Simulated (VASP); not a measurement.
Wanted: the native input for a VASP 6.6.1 run.

* Task: single point
* Functional: r2SCAN
* Potentials or basis: VASP PAW PBE potentials, release 64 (As)
* Cutoff: 520 eV
* k mesh: 9 × 9 × 7
* Occupations: fermi-dirac, width 0.1 eV
* Spin: no spin polarisation
* Dipole correction: no
* Further INCAR settings: ALGO = Normal; EDIFF = 1e-06; NBANDS = 18

As:

```xyz
4
Lattice="1.8241 -5.7007 0.0000 1.8241 5.7007 0.0000 0.0000 0.0000 4.7350" Properties=species:S:1:pos:R:3 pbc="T T T"
As    1.8241    4.5120    4.3869
As    1.8241   -1.1886    2.7157
As    1.8241   -4.5120    0.3482
As    1.8241    1.1886    2.0193
```

One way to write it, as run:

POSCAR

```
As
1.0
    1.8241469974     -5.7006943743      0.0000000000
    1.8241469974      5.7006943743      0.0000000000
    0.0000000000      0.0000000000      4.7350200111
As
4
Direct
    0.1042544959      0.8957455041      0.9264712218
    0.6042544959      0.3957455041      0.5735287782
    0.8957455041      0.1042544959      0.0735287782
    0.3957455041      0.6042544959      0.4264712218
```

INCAR.step1

```
PREC = Accurate
ENCUT = 520
ISMEAR = -1
SIGMA = 0.1
LREAL = F
LASPH = T
NELM = 100
NBANDS = 18
GGA = PE
ALGO = Normal
EDIFF = 1E-4
LWAVE = T
LCHARG = F
```

INCAR.step2

```
PREC = Accurate
ENCUT = 520
EDIFF = 1E-6
ISMEAR = -1
SIGMA = 0.1
LREAL = F
LASPH = T
NELM = 100
ALGO = Normal
ISIF = 2
LWAVE = F
LCHARG = F
METAGGA = R2SCAN
LMIXTAU = T
NBANDS = 18
ISTART = 1
```

KPOINTS

```
regular mesh
0
Gamma
  9 9 7
```

Potentials or basis: VASP PAW PBE potentials, release 64 (As).

Command:

```sh
$ cat potpaw_PBE.64/As/POTCAR > POTCAR
$ cp INCAR.step1 INCAR
$ mpirun -np 1 vasp_std > vasp.out
$ cp INCAR.step2 INCAR
$ mpirun -np 1 vasp_std > vasp.out
```

It gave:

```yaml
Pressure: 0.1 GPa
Largest_force: 0.038 eV/Å
Band_gap_on_the_k_mesh: 0.33 eV, indirect (least direct gap 0.34 eV)
```

Caveat: the PAW data sets were made with another functional, which shifts forces and pressure a little.

It took 4.8 min on 1 thread of Intel(R) Xeon(R) 6975P-C (Granite Rapids) (shared host), peak memory 0.38 GiB.
